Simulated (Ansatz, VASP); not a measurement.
# BN in VASP and in Ansatz

```
B N
1.0
     2.51219    0.00000    0.00000
    -1.25610    2.17562    0.00000
     0.00000    0.00000    8.33406
B N
2 2
Direct
  0.66667 0.33333 0.25000
  0.33333 0.66667 0.75000
  0.33333 0.66667 0.25000
  0.66667 0.33333 0.75000
```

Alike in both runs: task relaxation of cell and atoms; functional PBE; k mesh 12 × 12 × 4; no spin polarisation.

|  | VASP | Ansatz |
| --- | --- | --- |
| version | VASP 6.6.1 | Ansatz 0.2.0 |
| potentials or method | VASP PAW PBE potentials, release 64 (B, N), cutoff 600 eV | scalar-relativistic, plane waves, PAW |
| occupations | gaussian, width 0.01 eV | fixed |
| valence electrons in the cell | 16 | 16 |

|  | VASP | Ansatz | Ansatz less VASP |
| --- | --- | --- | --- |
| gap on the k mesh at the Fermi level, each at its own relaxed structure (eV) | 4.50 | 4.36 | -0.142 |
| relaxed volume (Å³/atom) | 10.73 | 11.60 | +0.877 |
| relaxed cell length with the largest relative difference (Å) | 7.851 | 8.492 | +0.6413 |

One of these differences is far larger than is usual between the two programs; its cause wasn't traced.
